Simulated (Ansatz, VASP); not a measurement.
# Ga in VASP and in Ansatz

File INCAR:

```
  ALGO = Normal
  EDIFF = 1E-8
  ENCUT = 520
  GGA = PE
  ISIF = 2
  ISMEAR = -1
  LASPH = T
  LCHARG = F
  LEFG = T
  LREAL = F
  LWAVE = F
  NBANDS = 20
  NELM = 60
  PREC = Accurate
  SIGMA = 0.05
```

File KPOINTS:

```
k-points
0
Gamma
  14 14 11
```

File POSCAR:

```
Ga
1.0
    1.3934906686     -4.0570427891      0.0000000000
    1.3934906686      4.0570427891      0.0000000000
   -0.1183409104      0.0000000000      3.2799810500
Ga
2
Direct
    0.8690000000      0.1310000000      0.2500000000
    0.1310000000      0.8690000000      0.7500000000
```

Input for Ansatz:

```yaml
crystal:
  lattice:
    - [1.3934906686, -4.0570427891, 0.0]
    - [1.3934906686, 4.0570427891, 0.0]
    - [-0.1183409104, 0.0, 3.27998105]
  atoms:
    - { symbol: Ga, position: [0.869, 0.131, 0.25] }
    - { symbol: Ga, position: [0.131, 0.869, 0.75] }
kpoints:
  mp_grid: { grid: [14, 14, 11] }
scf:
  occupations: { method: fermi_dirac, width: 0.05 }
hamiltonian:
  xc: pbe
  pseudopotentials: { kind: all_electron, datasets: crystal }
output:
  forces: true
  stress: true
  eigenvalues: true
  efg: { contact_densities: true }
```

Change from the starting cell: z stretched by -1.5 % at fixed volume, crystal datasets.

Alike in both runs: task electric field gradients; functional PBE; k mesh 14 × 14 × 11; occupations fermi-dirac, width 0.05 eV; no spin polarisation.

```csv
,VASP,Ansatz
version,VASP 6.6.1,Ansatz 0.2.0
potentials or method,"VASP PAW PBE potentials, release 64 (Ga_d), cutoff 520 eV","all-electron PAW with datasets made for the crystal, scalar-relativistic"
```

|  | VASP | Ansatz | Ansatz less VASP |
| --- | --- | --- | --- |
| pressure (GPa) | 1.9 | 1.8 | -0.10 |
| traceless stress, the component that is largest in VASP (GPa) | 0.18 | 0.21 | +0.029 |
| rms of the force components (eV/Å) | 0.121 | 0.119 | -0.0014 |
| size of Vzz on the site where it differs most (V/Å²) | 23.7 | 25.5 | +1.85 |

Atom by atom the forces differ by 0.001 eV/Å (rms over components). Ansatz ran all-electron here, and VASP with PAW potentials.
